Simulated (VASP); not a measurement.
MgS:

```
CELL_PARAMETERS angstrom
0.00000 2.83087 2.83087
2.83087 0.00000 2.83087
2.83087 2.83087 0.00000
ATOMIC_POSITIONS crystal
Mg 0.00000 0.00000 0.00000
S 0.75000 0.75000 0.75000
```

Base run:

* Program: VASP 6.6.1
* Functional: PBE
* Potentials or basis: VASP PAW PBE potentials, release 64 (Mg, S)
* Cutoff: 520 eV
* k mesh: 6 × 6 × 6
* Occupations: gaussian, width 0.01 eV
* Spin: no spin polarisation

Its results: band gap on the k mesh 3.46 eV, direct.

The run is repeated on the same cell with these changes: functional from PBE to r2SCAN0; further incar settings from ALGO = Normal; EDIFF = 1e-08 to ALGO = Normal; EDIFF = 1e-07; NBANDS = 11. What comes out?

Band gap on the k mesh 5.59 eV, direct.

A k mesh can miss the band edges.
